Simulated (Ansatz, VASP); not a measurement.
## One calculation of BiTe, two programs

```xyz
2
Lattice="0.0000 3.1865 3.3321 3.1865 0.0000 3.3321 3.1865 3.1865 0.0000" Properties=species:S:1:pos:R:3 pbc="T T T"
Bi    0.0000    0.0000    0.0000
Te    3.1865    3.1865    3.3321
```

Change from the starting cell: strain -0.015 along x and y, +0.030 along z, atoms carried along.

Alike in both runs: task single point; functional PBE; k mesh 14 × 14 × 14; occupations gaussian, width 0.15 eV; no spin polarisation.

|  | VASP | Ansatz |
| --- | --- | --- |
| version | VASP 6.6.1 | Ansatz 0.2.0 |
| potentials or method | VASP PAW PBE potentials, release 64 (Bi_d, Te), cutoff 520 eV | scalar-relativistic, plane waves, PAW |
| valence electrons in the cell | 21 | 31 |

|  | VASP | Ansatz | Ansatz less VASP |
| --- | --- | --- | --- |
| gap on the k mesh at the Fermi level (eV) | none | none | - |
| pressure (GPa) | 0.9 | 1.0 | +0.06 |
| traceless stress, the component that is largest in VASP (GPa) | -2.41 | -2.42 | -0.004 |

A gap of «none» marks a metal or a gap that the smearing closes. The functional is the same, so the differences come from potentials, cutoffs and numerics. VASP's potentials hold 21 valence electrons a cell and Ansatz's 31, so a difference there can come from the potentials and not from the codes.

Neither program's run includes spin-orbit coupling.
